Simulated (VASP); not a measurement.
Input of a VASP 6.6.1 run:

File INCAR:

```
SYSTEM = W12C13
PREC = Accurate ; ENCUT = 520
EDIFF = 1E-6 ; ISMEAR = -1
SIGMA = 0.1 ; LREAL = Auto
LASPH = .True. ; NELM = 60
ALGO = Normal ; ISIF = 2
LWAVE = .False. ; LCHARG = .False.
GGA = PE ; NBANDS = 128
```

Contents of KPOINTS:

```
Automatic mesh
0
Gamma
  3 3 1
  0 0 0
```

File POSCAR:

```
W12C13
1.0
    5.7990000000      0.0000000000      0.0000000000
   -2.8995000000      5.0220810000      0.0000000000
    0.0000000000      0.0000000000     20.0755000000
W C
12 13
Direct
    0.0000000000      0.0000000000      0.0498120097
   -0.0012295372      0.0001748279      0.1916799083
   -0.0077533060     -0.0003936615      0.3363522204
    0.0000000498      0.5000000996      0.0498120097
   -0.0012308658      0.4990847420      0.1915895495
   -0.0075248513      0.4954928047      0.3359328037
    0.5000000000      0.0000000000      0.0498120097
    0.4978381558     -0.0008586082      0.1925530622
    0.4900863700     -0.0026467116      0.3408643869
    0.5000000498      0.5000000996      0.0498120097
    0.4990671817      0.4997267069      0.1908736022
    0.5039693304      0.5043618373      0.3294444970
    0.3333333831      0.1666667662      0.1203009140
    0.3323404932      0.1641574479      0.2612322981
    0.3316294244      0.1978817148      0.4032083883
    0.3333333333      0.6666666667      0.1203009140
    0.3325216710      0.6687715710      0.2611094120
    0.3329320122      0.6439223103      0.4034686558
    0.8333333831      0.1666667662      0.1203009140
    0.8263368918      0.1633687310      0.2620875694
    0.8257395104      0.1661187862      0.3948600035
    0.8333333333      0.6666666667      0.1203009140
    0.8321926646      0.6663584279      0.2597391348
    0.8367330431      0.6700696385      0.3905349306
    1.3121267210      0.4140582360      0.4253469652
```

Potentials or basis: VASP PAW PBE potentials, release 64 (W_sv, C).

Command:

```bash
$ cat potpaw_PBE.64/W_sv/POTCAR potpaw_PBE.64/C/POTCAR > POTCAR
$ mpirun -np 1 vasp_std > vasp.out
```

**Question.** Predict the largest force.

**Answer.** 1.053 eV/Å.

**Question.** Estimate the band gap on the k mesh.

**Answer.** Zero (bands 110 and 111 overlap by 0.58 eV).

Forces on the atoms (eV/Å):
```
W   -0.017  0.016  0.779
W   -0.009  0.008 -0.006
W    0.014  0.158 -0.050
W    0.003 -0.022  0.769
W   -0.002 -0.009  0.026
W    0.139 -0.037  0.019
W   -0.018 -0.006  0.894
W   -0.016  0.009  0.001
W   -0.083 -0.030 -0.033
W    0.000 -0.004  0.670
W    0.001  0.012 -0.038
W    0.070 -0.139  0.067
C   -0.021 -0.116 -0.803
C   -0.031  0.040  0.055
C   -0.172  0.289  0.201
C   -0.118  0.062 -0.807
C   -0.069  0.040  0.016
C   -0.140  0.455  0.028
C   -0.038 -0.014 -0.774
C   -0.087 -0.004 -0.002
C   -0.339 -0.243 -0.165
C    0.055  0.054 -0.864
C    0.015 -0.001 -0.045
C   -0.043  0.021  0.065
C    0.904 -0.540 -0.003
```

Caveat: the k points lie up to 0.42 Å⁻¹ apart, too coarse for converged energies and pressures of a metal; spin-orbit coupling is left out, which moves the levels of the heavy elements.
